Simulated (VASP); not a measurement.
# Re (P6/mmm) in VASP: single point with LDA

Aim: the single point of Re with LDA.

Everything below comes from runs of VASP 6.6.1. Logs are shortened: lines on timing, memory, paths and dates and some standing lists are left out, and cuts for length are marked.

### Step 1. The cell of the first run

It takes space group P6/mmm (No. 191, hexagonal). The conventional cell has a = 2.494 Å, b = 2.494 Å, c = 2.247 Å, α = 90.00°, β = 90.00°, γ = 120.00°. Re (site symmetry 6/mmm) has 8 Re at 2.25 to 2.49 Å within 3.0 Å.

This isn't the form of Re at room conditions, which is hcp.

### Step 2. Single point, LDA

File INCAR:

```
ALGO = Normal ; EDIFF = 1E-6
ENCUT = 560 ; GGA = CA
GGA_COMPAT = F ; ISIF = 2
ISMEAR = -1 ; LASPH = T
LCHARG = F ; LREAL = F
LWAVE = F ; NBANDS = 14
NELM = 120 ; PREC = Accurate
SIGMA = 0.08
```

File KPOINTS:

```
k-points
0
Gamma
  18 18 17
```

File POSCAR:

```
Re
1.0
    2.4941938421      0.0000000000      0.0000000000
   -1.2470969211      2.1600352292      0.0000000000
    0.0000000000      0.0000000000      2.2467399976
Re
1
Direct
    0.0000000000      0.0000000000      0.0000000000
```

Potentials or basis: VASP PAW LDA potentials, release 64 (Re_sv_GW).

The run is started by

```sh
$ cat potpaw_LDA.64/Re_sv_GW/POTCAR > POTCAR
$ mpirun -np 1 vasp_std > vasp.out
```

OUTCAR:

```text
EDIFF = 1E-6
   ENCUT = 560
   GGA = CA
   ISIF = 2
   ISMEAR = -1
   LASPH = T
   LREAL = F
   NELM = 120
   PREC = Accurate

 ion  position               nearest neighbor table
   1  0.000  0.000  0.000-

  LATTYP: Found a hexagonal cell.
 ALAT       =     2.4941938421
 C/A-ratio  =     0.9007880461

  Lattice vectors:

 A1 = (   2.4941938421,   0.0000000000,   0.0000000000)
 A2 = (  -1.2470969211,   2.1600352292,   0.0000000000)
 A3 = (   0.0000000000,   0.0000000000,   2.2467399976)

Analysis of symmetry for initial positions (statically):
=====================================================================
 Subroutine PRICEL returns:
 Original cell was already a primitive cell.

 Routine SETGRP: Setting up the symmetry group for a
 hexagonal supercell.

 Subroutine GETGRP returns: Found 24 space group operations
 (whereof 24 operations were pure point group operations)
 out of a pool of 24 trial point group operations.

The static configuration has the point symmetry D_6h.

Analysis of symmetry for dynamics (positions and initial velocities):
=====================================================================
 Subroutine PRICEL returns:
 Original cell was already a primitive cell.

 Routine SETGRP: Setting up the symmetry group for a
 hexagonal supercell.

 Subroutine GETGRP returns: Found 24 space group operations
 (whereof 24 operations were pure point group operations)
 out of a pool of 24 trial point group operations.

The dynamic configuration has the point symmetry D_6h.

 Subroutine INISYM returns: Found 24 space group operations
 (whereof 24 operations are pure point group operations),
 and found     1 'primitive' translations

----------------------------------------------------------------------------------------

                                     Primitive cell

  volume of cell :      12.1044

  direct lattice vectors                    reciprocal lattice vectors
     2.494193842  0.000000000  0.000000000     0.400931148  0.231477706  0.000000000
    -1.247096921  2.160035229  0.000000000     0.000000000  0.462955412  0.000000000
     0.000000000  0.000000000  2.246739998     0.000000000  0.000000000  0.445089330

  length of vectors
     2.494193842  2.494193842  2.246739998     0.462955412  0.462955412  0.445089330

  position of ions in fractional coordinates (direct lattice)
     0.000000000  0.000000000  0.000000000

  ion indices of the primitive-cell ions
   primitive index   ion index
                 1           1

----------------------------------------------------------------------------------------

 KPOINTS: k-points

Automatic generation of k-mesh.
 Grid dimensions read from file:
 generate k-points for:   18   18   17

 Generating k-lattice:

  Cartesian coordinates                     Fractional coordinates (reciprocal lattice)
     0.022273953  0.012859873  0.000000000     0.055555556  0.000000000  0.000000000
     0.000000000  0.025719745  0.000000000     0.000000000  0.055555556  0.000000000
     0.000000000  0.000000000  0.026181725     0.000000000  0.000000000  0.058823529

  Length of vectors
     0.025719745  0.025719745  0.026181725

  Shift w.r.t. Gamma in fractional coordinates (k-lattice)
     0.000000000  0.000000000  0.000000000

 Subroutine IBZKPT returns following result:
 ===========================================

 Found    333 irreducible k-points:

 Following reciprocal coordinates:
            Coordinates               Weight
  0.000000  0.000000  0.000000      1.000000
  0.055556 -0.000000  0.000000      6.000000
  0.111111 -0.000000  0.000000      6.000000
  0.166667 -0.000000  0.000000      6.000000
  0.222222 -0.000000  0.000000      6.000000
  0.277778 -0.000000  0.000000      6.000000
[... 16 lines left out ...]
  0.333333  0.111111  0.000000     12.000000
  0.388889  0.111111  0.000000     12.000000
 [... further k-points ...]
   k-points           NKPTS =    333   k-points in BZ     NKDIM =    333   number of bands    NBANDS=     14
   number of dos      NEDOS =    301   number of ions     NIONS =      1
   total plane-waves  NPLWV =   7200
   dimension x,y,z NGX =    20 NGY =   20 NGZ =   18
   dimension x,y,z NGXF=    40 NGYF=   40 NGZF=   36
   ions per type =               1
   NGX,Y,Z   is equivalent  to a cutoff of  13.33, 13.33, 13.32 a.u.
   NGXF,Y,Z  is equivalent  to a cutoff of  26.66, 26.66, 26.64 a.u.
 SYSTEM =  unknown system
   PREC   = accura    normal or accurate (medium, high low for compatibility)
   ISTART =      0    job   : 0-new  1-cont  2-samecut
   ICHARG =      2    charge: 1-file 2-atom 10-const
   ISPIN  =      1    spin polarized calculation?
   LNONCOLLINEAR =      F non collinear calculations
   LSORBIT =      F    spin-orbit coupling
   LASPH  =      T    aspherical Exc in radial PAW
   ENCUT  =  560.0 eV  41.16 Ry    6.42 a.u.   4.81  4.81  4.34*2*pi/ulx,y,z
   NELM   =    120;   NELMIN=  2; NELMDL= -5     # of ELM steps
   EDIFF  = 0.1E-05   stopping-criterion for ELM
   LREAL  =      F    real-space projection
   EDIFFG = 0.1E-04   stopping-criterion for IOM
   NSW    =      0    number of steps for IOM
   IBRION =     -1    ionic relax: 0-MD 1-quasi-New 2-CG
   NFREE  =      0    steps in history (QN), initial steepest desc. (CG)
   ISIF   =      2    stress and relaxation
   ISYM   =      2    0-nonsym 1-usesym 2-fastsym
   POTIM  = 0.5000    time-step for ionic-motion
   TEBEG  =    0.0;   TEEND  =   0.0 temperature during run
   PSTRESS=    0.0 pullay stress
   NELECT =      15.0000    total number of electrons
   NUPDOWN=      -1.0000    fix difference up-down
   EMIN   =  10.00;   EMAX   =-10.00  energy-range for DOS
   EFERMI =   0.00;   METHOD = LEGACY
   ISMEAR =    -1;   SIGMA  =   0.08  broadening in eV -4-tet -1-fermi 0-gaus
   EFERMI_NEDOS =   21; number of points for ismear=-14 and -15
   IALGO  =     38    algorithm
   IMIX   =      4    mixing-type and parameters
     AMIX     =   0.40;   BMIX     =  1.00
     AMIX_MAG =   1.60;   BMIX_MAG =  1.00
  volume/ion in A,a.u.               =      12.10        81.68
  Fermi-wavevector in a.u.,A,eV,Ry     =   1.758425  3.322942 42.070032  3.092060
  Thomas-Fermi vector in A             =   2.827586
   LORBIT       =      0    0 simple, 1 ext, 2 COOP (PROOUT), +10 PAW based schemes
   GGA     = CA    functional components
   LHFCALC =     F    Hartree Fock is set to
   AEXX    =    0.0000 exact exchange contribution
   IVDW    =     0    specifies the selected vdW correction
   LEPSILON=     F    determine dielectric tensor
   LRPA    =     F    only Hartree local field effects (RPA)
 non-spin polarized calculation
  energy-cutoff  :      560.00
  volume of cell :       12.10
 maximum number of plane-waves:       381
 NGX is ok and might be reduce to    20
   NGX =  9   NGY =  9   NGZ =  9

 number of electron      14.9999999 magnetization

 Free energy of the ion-electron system (eV)
  ---------------------------------------------------
  ext. energy  EPLUGINS =         0.00000000
  ---------------------------------------------------
  free energy    TOTEN  =       -13.08034939 eV

  energy without entropy =      -13.06434881  energy(sigma->0) =      -13.07234910

 E-fermi :  17.0558     XC(G=0): -15.5158

 val. band max:       17.0549782581   @ k =   0.2778   0.2778   0.1765
 cond. band min:      17.0615860023   @ k =   0.1667   0.0556   0.2941
 fundamental gap:      0.0066077441
 Fermi energy:        17.0558027759

 k-point     1 :       0.0000    0.0000    0.0000
  band No.  band energies     occupation
      1     -63.0872      2.00000
      2     -24.0461      2.00000
      3     -24.0461      2.00000
      4     -23.5398      2.00000
      5       5.5790      2.00000
      6       9.0370      2.00000
      7      14.1149      2.00000
      8      14.1149      2.00000
      9      23.0682      0.00000
     10      23.0682      0.00000
     11      29.6328      0.00000
     12      35.9437      0.00000
     13      40.2767      0.00000
     14      40.2767      0.00000

 k-point     2 :       0.0556   -0.0000    0.0000
  band No.  band energies     occupation
      1     -63.0785      2.00000
      2     -24.1285      2.00000
      3     -24.0639      2.00000
      4     -23.5315      2.00000
      5       5.7625      2.00000
      6       9.1105      2.00000
      7      13.9215      2.00000
      8      14.2855      2.00000
      9      22.8264      0.00000
     10      23.0304      0.00000
     11      30.0777      0.00000
     12      36.3213      0.00000
     13      39.3944      0.00000
     14      40.0255      0.00000

 k-point     3 :       0.1111   -0.0000    0.0000
  band No.  band energies     occupation
      1     -63.0540      2.00000
      2     -24.3629      2.00000
      3     -24.1150      2.00000
      4     -23.5084      2.00000
      5       6.2759      2.00000
      6       9.3270      2.00000
      7      13.4397      2.00000
      8      14.7913      2.00000
      9      22.1896      0.00000
     10      22.9224      0.00000
     11      31.3156      0.00000
     12      37.3484      0.00000
     13      37.6345      0.00000
     14      39.3566      0.00000

 k-point     4 :       0.1667   -0.0000    0.0000
  band No.  band energies     occupation
      1     -63.0167      2.00000
      2     -24.7121      2.00000
      3     -24.1928      2.00000
      4     -23.4735      2.00000
      5       7.0045      2.00000
      6       9.6526      2.00000
      7      12.9237      2.00000
      8      15.6137      2.00000
      9      21.3407      0.00000
     10      22.7606      0.00000
     11      33.0697      0.00000
     12      35.8108      0.00000
     13      38.4250      0.00000
     14      38.7784      0.00000

 k-point     5 :       0.2222   -0.0000    0.0000
  band No.  band energies     occupation
      1     -62.9707      2.00000
      2     -25.1251      2.00000
      3     -24.2871      2.00000
      4     -23.4298      2.00000
      5       7.7606      2.00000
      6       9.9311      2.00000
      7      12.7745      2.00000
      8      16.7206      1.97018
      9      20.4424      0.00000
     10      22.5678      0.00000
     11      33.5475      0.00000
[... 276 lines left out ...]
 k-point    22 :       0.2778    0.1111    0.0000
  band No.  band energies     occupation
      1     -62.8623      2.00000
      2     -25.9174      2.00000
      3     -24.6351      2.00000
      4     -23.3269      2.00000
      5       9.1575      2.00000
      6      10.2370      2.00000
      7      13.5737      2.00000
      8      18.9333      0.00000
      9      20.5146      0.00000
     10      21.7996      0.00000
     11      30.5870      0.00000
     12      33.4025      0.00000
     13      38.7569      0.00000
     14      42.9973      0.00000

 k-point    23 :       0.3333    0.1111    0.0000
  band No.  band energies     occupation
      1     -62.8263      2.00000
      2     -26.1798      2.00000
      3     -24.7310      2.00000
      4     -23.2926      2.00000
      5       9.1169      2.00000
      6      10.3263      2.00000
      7      14.8634      2.00000
      8      18.4761      0.00000
      9      21.5997      0.00000
     10      22.0104      0.00000
     11      29.4463      0.00000
     12      32.2334      0.00000
     13      37.4561      0.00000
     14      43.5365      0.00000

 k-point    24 :       0.3889    0.1111    0.0000
  band No.  band energies     occupation
      1     -62.8025      2.00000
      2     -26.3477      2.00000
      3     -24.7927      2.00000
      4     -23.2702      2.00000
      5       8.9659      2.00000
      6      10.4975      2.00000
      7      15.9167      2.00000
      8      18.1915      0.00000
      9      21.4720      0.00000
     10      23.1798      0.00000
     11      28.5662      0.00000
     12      31.2898      0.00000
     13      36.6403      0.00000
     14      43.5176      0.00000

 [... further k-points ...]

------------------------ aborting loop because EDIFF is reached ----------------------------------------

  FORCE on cell =-STRESS in cart. coord.  units (eV):
  Direction    XX          YY          ZZ          XY          YZ          ZX
  --------------------------------------------------------------------------------------
  -------------------------------------------------------------------------------------
  Total       10.6536192     10.6536192     10.7244533     -0.0000000      0.0000000      0.0000000
  in kB     1410.1454158   1410.1454158   1419.5212223     -0.0000000      0.0000000      0.0000000
  external PRESSURE =    1413.2706846 kB  Pullay stress =       0.0000000 kB

 VOLUME and BASIS-vectors are now :
 -----------------------------------------------------------------------------
  energy-cutoff  :      560.00
  volume of cell :       12.10
      direct lattice vectors                 reciprocal lattice vectors
     2.494193842  0.000000000  0.000000000     0.400931148  0.231477706  0.000000000
    -1.247096921  2.160035229  0.000000000     0.000000000  0.462955412  0.000000000
     0.000000000  0.000000000  2.246739998     0.000000000  0.000000000  0.445089330

 POSITION                                       TOTAL-FORCE (eV/Angst)
 -----------------------------------------------------------------------------------
      0.00000      0.00000      0.00000         0.000000      0.000000      0.000000
 -----------------------------------------------------------------------------------
    total drift:                               -0.000000      0.000000      0.000000

  FREE ENERGIE OF THE ION-ELECTRON SYSTEM (eV)
  ---------------------------------------------------
  free  energy   TOTEN  =       -13.0803493908 eV

  energy  without entropy=      -13.0643488099  energy(sigma->0) =      -13.07234910
```

Wall time 33 s (1 thread of Intel Xeon Platinum 8259CL at 2.50GHz (Skylake/Cascade Lake), shared host); peak memory 0.18 GiB.

Results:

| Item | Value |
| --- | --- |
| Free energy | -13.0803 eV |
| Pressure | 141.3 GPa |
| Band gap on the k mesh | zero (an odd number of electrons rules out a gap without spin polarisation) |

Stress tensor (GPa, compression positive):
```
141.01   0.00   0.00
  0.00 141.01   0.00
  0.00   0.00 141.95
```

Levels at points of the mesh, in eV from the Fermi level:
```
           k point  band 5  band 6  band 7  band 8  band 9  band 10
(0.00, 0.00, 0.00)  -11.48   -8.02   -2.94   -2.94    6.01     6.01
(0.50, 0.00, 0.00)   -8.89   -6.56    0.21    0.87    4.86     5.78
```

Caveat: the cell stands under pressure; spin-orbit coupling is left out, which moves the levels of the heavy elements.
